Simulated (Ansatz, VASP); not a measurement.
## BAs: VASP beside Ansatz

Contents of INCAR:

```
ALGO = Normal
EDIFF = 1E-6
ENCUT = 520
GGA = PS
ISIF = 2
ISMEAR = 1
LASPH = T
LCHARG = F
LREAL = F
LWAVE = F
NBANDS = 11
NELM = 80
PREC = Accurate
SIGMA = 0.5
```

Contents of KPOINTS:

```
k-points
0
Gamma
  6 6 6
```

POSCAR

```
BAs
1.0
    0.0000000000      2.3918676038      2.3918676038
    2.3918676038      0.0000000000      2.3918676038
    2.3918676038      2.3918676038      0.0000000000
B As
1 1
Direct
    0.0000000000      0.0000000000      0.0000000000
    0.2500000000      0.2500000000      0.2500000000
```

Input for Ansatz:

```yaml
crystal:
  lattice:
    - [0.0, 2.3918676038, 2.3918676038]
    - [2.3918676038, 0.0, 2.3918676038]
    - [2.3918676038, 2.3918676038, 0.0]
  atoms:
    - { symbol: B, position: [0.0, 0.0, 0.0] }
    - { symbol: As, position: [0.25, 0.25, 0.25] }
kpoints:
  mp_grid: { grid: [6, 6, 6] }
hamiltonian:
  xc: pbesol
scf:
  occupations: { method: methfessel_paxton, width: 0.5 }
  n_extra_bands: 4
output:
  forces: true
  stress: true
  eigenvalues: true
```

Alike in both runs: task single point; functional PBEsol; k mesh 6 × 6 × 6; occupations methfessel-paxton of order 1, width 0.5 eV; no spin polarisation.

```csv
,VASP,Ansatz
version,VASP 6.6.1,Ansatz 0.2.0
potentials or method,"VASP PAW PBE potentials, release 64 (B, As)",plane waves
plane-wave cutoff (eV),520,420
valence electrons in the cell,8,18
```

Ansatz gave:

* pressure (GPa): -1.3

Question: Which values does VASP return?

Answer: Pressure (GPa): -0.5.

VASP's potentials were made for PBE, not for PBEsol. VASP's potentials hold 8 valence electrons a cell and Ansatz's 18, so a difference there can come from the potentials and not from the codes.
